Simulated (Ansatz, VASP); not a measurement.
## One calculation of MgO, two programs

Contents of INCAR:

```
SYSTEM = MgO
PREC = Accurate
ENCUT = 520
EDIFF = 1E-6
ISMEAR = 0
SIGMA = 0.05
LREAL = .False.
LASPH = .True.
NELM = 100
ALGO = Normal
ISIF = 2
LWAVE = .False.
LCHARG = .True.
GGA = PS
LELF = .True.
LVHAR = .True.
NBANDS = 11
```

The input KPOINTS:

```
regular mesh
0
Gamma
  10 10 10
  0 0 0
```

File POSCAR:

```
MgO
1.0
    0.0000000000      2.1351500000      2.1351500000
    2.1351500000      0.0000000000      2.1351500000
    2.1351500000      2.1351500000      0.0000000000
Mg O
1 1
Direct
    0.0439079222     -0.0439079222      0.0439079222
    0.5000000000      0.5000000000      0.5000000000
```

Input for Ansatz:

```yaml
crystal:
  lattice:
    - [0.0, 2.13515, 2.13515]
    - [2.13515, 0.0, 2.13515]
    - [2.13515, 2.13515, 0.0]
  atoms:
    - { symbol: Mg, position: [0.0439079222, -0.0439079222, 0.0439079222] }
    - { symbol: O, position: [0.5, 0.5, 0.5] }
basis:
  ecutwfc: 420
kpoints:
  mp_grid: { grid: [10, 10, 10] }
hamiltonian:
  xc: pbesol
scf:
  occupations: { method: gaussian, width: 0.05 }
output:
  forces: true
  stress: true
  eigenvalues: true
```

Change from the starting cell: all Mg atoms moved +0.188 Å, as atom 1 along Cartesian [0 1 0].

Alike in both runs: task single point; functional PBEsol; k mesh 10 × 10 × 10; occupations gaussian, width 0.05 eV; no spin polarisation.

```csv
,VASP,Ansatz
version,VASP 6.6.1,Ansatz 0.2.0
potentials or method,"VASP PAW PBE potentials, release 64 (Mg, O), cutoff 520 eV","scalar-relativistic, plane waves, PAW"
valence electrons in the cell,8,16
```

Ansatz gave:

```
gap on the k mesh at the Fermi level (eV)                     : 4.24
least direct gap on the mesh (eV)                             : 4.24
pressure (GPa)                                                : -2.7
traceless stress, the component that is largest in VASP (GPa) : 7.29
rms of the force components (eV/Å)                            : 0.605
```

Q: Which values does VASP return?

A: gap on the k mesh at the Fermi level (eV): 4.24; least direct gap on the mesh (eV): 4.24; pressure (GPa): -3.0; traceless stress, the component that is largest in VASP (GPa): 7.38; rms of the force components (eV/Å): 0.611.

VASP's potentials were made for PBE, not for PBEsol. Atom by atom the forces differ by 0.006 eV/Å (rms over components). VASP's potentials hold 8 valence electrons a cell and Ansatz's 16, so a difference there can come from the potentials and not from the codes.
